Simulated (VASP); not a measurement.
# CaO (Fm-3m) in VASP: a series of runs

The runs below take CaO through single point, with r2SCAN.

Everything below comes from runs of VASP 6.6.1. Logs are shortened: lines on timing, memory, paths and dates and some standing lists are left out, and cuts for length are marked.

## 1. The cell of the first run

The structure is cubic, space group Fm-3m (No. 225). Conventional cell: a = 4.889 Å, b = 4.889 Å, c = 4.889 Å, α = 90.00°, β = 90.00°, γ = 90.00°. Within 3.2 Å of Ca (site symmetry m-3m) lie 6 O at 2.44 Å. Within 3.2 Å of O (site symmetry m-3m) lie 6 Ca at 2.44 Å.

## 2. Single point, r2SCAN (volume changed by +6%)

Contents of POSCAR:

```
CaO
1.0
    0.0000000000      2.4445728509      2.4445728509
    2.4445728509      0.0000000000      2.4445728509
    2.4445728509      2.4445728509      0.0000000000
Ca O
1 1
Direct
    0.0000000000      0.0000000000      0.0000000000
    0.5000000000      0.5000000000      0.5000000000
```

Contents of INCAR.step1:

```
  ALGO = Normal
  EDIFF = 1E-4
  ENCUT = 520
  GGA = PE
  ISMEAR = 0
  LASPH = T
  LCHARG = F
  LREAL = F
  LWAVE = T
  NBANDS = 15
  NELM = 60
  PREC = Accurate
  SIGMA = 0.01
```

Contents of INCAR.step2:

```
  ALGO = Normal
  EDIFF = 1E-7
  ENCUT = 520
  ISIF = 2
  ISMEAR = 0
  ISTART = 1
  LASPH = T
  LCHARG = F
  LMIXTAU = T
  LREAL = F
  LWAVE = F
  METAGGA = R2SCAN
  NBANDS = 15
  NELM = 60
  PREC = Accurate
  SIGMA = 0.01
```

Contents of KPOINTS:

```
k-points
0
Gamma
  8 8 8
```

Potentials or basis: VASP PAW PBE potentials, release 64 (Ca_sv, O).

Command:

```console
$ cat potpaw_PBE.64/Ca_sv/POTCAR potpaw_PBE.64/O/POTCAR > POTCAR
$ cp INCAR.step1 INCAR
$ mpirun -np 1 vasp_std > vasp.out
$ cp INCAR.step2 INCAR
$ mpirun -np 1 vasp_std > vasp.out
```

OUTCAR:

```text
EDIFF = 1E-7
   ENCUT = 520
   ISIF = 2
   ISMEAR = 0
   ISTART = 1
   LASPH = T
   LREAL = F
   METAGGA = R2SCAN
   NELM = 60
   PREC = Accurate

 ion  position               nearest neighbor table
   1  0.000  0.000  0.000-   2 2.44   2 2.44   2 2.44   2 2.44   2 2.44   2 2.44
   2  0.500  0.500  0.500-   1 2.44   1 2.44   1 2.44   1 2.44   1 2.44   1 2.44

  LATTYP: Found a face centered cubic cell.
 ALAT       =     4.8891457018

  Lattice vectors:

 A1 = (   0.0000000000,   2.4445728509,   2.4445728509)
 A2 = (   2.4445728509,   0.0000000000,   2.4445728509)
 A3 = (   2.4445728509,   2.4445728509,   0.0000000000)

Analysis of symmetry for initial positions (statically):
=====================================================================
 Subroutine PRICEL returns:
 Original cell was already a primitive cell.

 Routine SETGRP: Setting up the symmetry group for a
 face centered cubic supercell.

 Subroutine GETGRP returns: Found 48 space group operations
 (whereof 48 operations were pure point group operations)
 out of a pool of 48 trial point group operations.

The static configuration has the point symmetry O_h .

Analysis of symmetry for dynamics (positions and initial velocities):
=====================================================================
 Subroutine PRICEL returns:
 Original cell was already a primitive cell.

 Routine SETGRP: Setting up the symmetry group for a
 face centered cubic supercell.

 Subroutine GETGRP returns: Found 48 space group operations
 (whereof 48 operations were pure point group operations)
 out of a pool of 48 trial point group operations.

The dynamic configuration has the point symmetry O_h .

 Subroutine INISYM returns: Found 48 space group operations
 (whereof 48 operations are pure point group operations),
 and found     1 'primitive' translations

----------------------------------------------------------------------------------------

                                     Primitive cell

  volume of cell :      29.2172

  direct lattice vectors                    reciprocal lattice vectors
     0.000000000  2.444572851  2.444572851    -0.204534710  0.204534710  0.204534710
     2.444572851  0.000000000  2.444572851     0.204534710 -0.204534710  0.204534710
     2.444572851  2.444572851  0.000000000     0.204534710  0.204534710 -0.204534710

  length of vectors
     3.457148080  3.457148080  3.457148080     0.354264510  0.354264510  0.354264510

  position of ions in fractional coordinates (direct lattice)
     0.000000000  0.000000000  0.000000000
     0.500000000  0.500000000  0.500000000

[... 83 lines left out ...]
   ISYM   =      2    0-nonsym 1-usesym 2-fastsym
   POTIM  = 0.5000    time-step for ionic-motion
   TEBEG  =    0.0;   TEEND  =   0.0 temperature during run
   PSTRESS=    0.0 pullay stress
   NELECT =      16.0000    total number of electrons
   NUPDOWN=      -1.0000    fix difference up-down
   EMIN   =  10.00;   EMAX   =-10.00  energy-range for DOS
   EFERMI =   0.00;   METHOD = LEGACY
   ISMEAR =     0;   SIGMA  =   0.01  broadening in eV -4-tet -1-fermi 0-gaus
   EFERMI_NEDOS =   21; number of points for ismear=-14 and -15
   IALGO  =     38    algorithm
   IMIX   =      4    mixing-type and parameters
     AMIX     =   0.40;   BMIX     =  1.00
     AMIX_MAG =   1.60;   BMIX_MAG =  1.00
  volume/ion in A,a.u.               =      14.61        98.58
  Fermi-wavevector in a.u.,A,eV,Ry     =   1.339374  2.531050 24.407798  1.793923
  Thomas-Fermi vector in A             =   2.467771
   LORBIT       =      0    0 simple, 1 ext, 2 COOP (PROOUT), +10 PAW based schemes
   METAGGA = R2SCAN    functional components
   LHFCALC =     F    Hartree Fock is set to
   AEXX    =    0.0000 exact exchange contribution
   IVDW    =     0    specifies the selected vdW correction
   LEPSILON=     F    determine dielectric tensor
   LRPA    =     F    only Hartree local field effects (RPA)
 non-spin polarized calculation
 Gauss-broadening in eV      SIGMA  =   0.01
  energy-cutoff  :      520.00
  volume of cell :       29.22
 maximum number of plane-waves:       817
 NGX is ok and might be reduce to    28
   NGX = 13   NGY = 13   NGZ = 13

 number of electron      16.0000005 magnetization

 Free energy of the ion-electron system (eV)
  ---------------------------------------------------
  ext. energy  EPLUGINS =         0.00000000
  ---------------------------------------------------
  free energy    TOTEN  =       -19.43194258 eV

  energy without entropy =      -19.43194258  energy(sigma->0) =      -19.43194258

 E-fermi :   1.8000     XC(G=0): -10.8066

 val. band max:        1.7370179590   @ k =   0.0000   0.0000   0.0000
 cond. band min:       5.9320813038   @ k =   0.5000   0.5000   0.0000
 fundamental gap:      4.1950633448
 Fermi energy:         1.7999937833

 k-point     1 :       0.0000    0.0000    0.0000
  band No.  band energies     occupation
      1     -37.5422      2.00000
      2     -17.4662      2.00000
      3     -17.4662      2.00000
      4     -17.4662      2.00000
      5     -14.6389      2.00000
      6       1.7370      2.00000
      7       1.7370      2.00000
      8       1.7370      2.00000
      9       6.7452      0.00000
     10       8.4568      0.00000
     11       8.4568      0.00000
     12       8.4568      0.00000
     13       9.9653      0.00000
     14       9.9653      0.00000
[... 401 lines left out ...]
      2     -18.2374      2.00000
      3     -17.6633      2.00000
      4     -17.5705      2.00000
      5     -13.8235      2.00000
      6      -0.2086      2.00000
      7       0.6684      2.00000
      8       0.7561      2.00000
      9       8.9090      0.00000
     10       8.9929      0.00000
     11      10.8827      0.00000
     12      11.0159      0.00000
     13      12.2994      0.00000
     14      13.9611      0.00000
     15      15.9305      0.00000

 [... further k-points ...]
[... 5 lines left out ...]
  --------------------------------------------------------------------------------------
  -------------------------------------------------------------------------------------
  Total       -0.9456405     -0.9456405     -0.9456405      0.0000000     -0.0000000     -0.0000000
  in kB      -51.8558441    -51.8558441    -51.8558441      0.0000000     -0.0000000     -0.0000000
  external PRESSURE =     -51.8558441 kB  Pullay stress =       0.0000000 kB

 VOLUME and BASIS-vectors are now :
 -----------------------------------------------------------------------------
  energy-cutoff  :      520.00
  volume of cell :       29.22
      direct lattice vectors                 reciprocal lattice vectors
     0.000000000  2.444572851  2.444572851    -0.204534710  0.204534710  0.204534710
     2.444572851  0.000000000  2.444572851     0.204534710 -0.204534710  0.204534710
     2.444572851  2.444572851  0.000000000     0.204534710  0.204534710 -0.204534710

 POSITION                                       TOTAL-FORCE (eV/Angst)
 -----------------------------------------------------------------------------------
      0.00000      0.00000      0.00000         0.000000     -0.000000     -0.000000
      2.44457      2.44457      2.44457        -0.000000      0.000000      0.000000
 -----------------------------------------------------------------------------------
    total drift:                                0.000000      0.000000      0.000000

  FREE ENERGIE OF THE ION-ELECTRON SYSTEM (eV)
  ---------------------------------------------------
  free  energy   TOTEN  =       -19.4319425848 eV

  energy  without entropy=      -19.4319425848  energy(sigma->0) =      -19.43194258
```

OSZICAR.step1:

```text
N       E                     dE             d eps       ncg     rms          rms(c)
DAV:   1     0.123408304831E+03    0.12341E+03   -0.81827E+03   870   0.107E+03
DAV:   2    -0.907437287425E+01   -0.13248E+03   -0.12449E+03  1115   0.293E+02
DAV:   3    -0.143729252597E+02   -0.52986E+01   -0.52571E+01  1031   0.595E+01
DAV:   4    -0.145083370205E+02   -0.13541E+00   -0.13534E+00  1236   0.854E+00
DAV:   5    -0.145094907997E+02   -0.11538E-02   -0.11538E-02  1017   0.685E-01    0.857E+00
DAV:   6    -0.128881207036E+02    0.16214E+01   -0.53413E+00   955   0.219E+01    0.375E+00
DAV:   7    -0.128014006000E+02    0.86720E-01   -0.42581E-01   940   0.661E+00    0.182E+00
DAV:   8    -0.127985541809E+02    0.28464E-02   -0.77835E-02  1108   0.302E+00    0.410E-01
DAV:   9    -0.127973018299E+02    0.12524E-02   -0.42175E-03   898   0.536E-01    0.114E-01
DAV:  10    -0.127980086246E+02   -0.70679E-03   -0.78903E-04  1031   0.247E-01    0.503E-02
DAV:  11    -0.127979830064E+02    0.25618E-04   -0.38691E-05   785   0.819E-02
   1 F= -.12797983E+02 E0= -.12797983E+02  d E =-.454593-127
```

Run time: 72 s. Hardware: 1 thread of Intel Xeon Platinum 8375C at 2.90GHz (Ice Lake), shared host; peak memory 0.17 GiB.

What came out:

| Property | Result |
| --- | --- |
| Free energy | -19.4319 eV |
| Pressure | -5.2 GPa |
| Band gap on the k mesh | 4.20 eV, indirect (least direct gap 4.58 eV) |

Caveat: the PAW data sets were made with another functional, which shifts forces and pressure a little.

(Continued in part 2 of 2.)
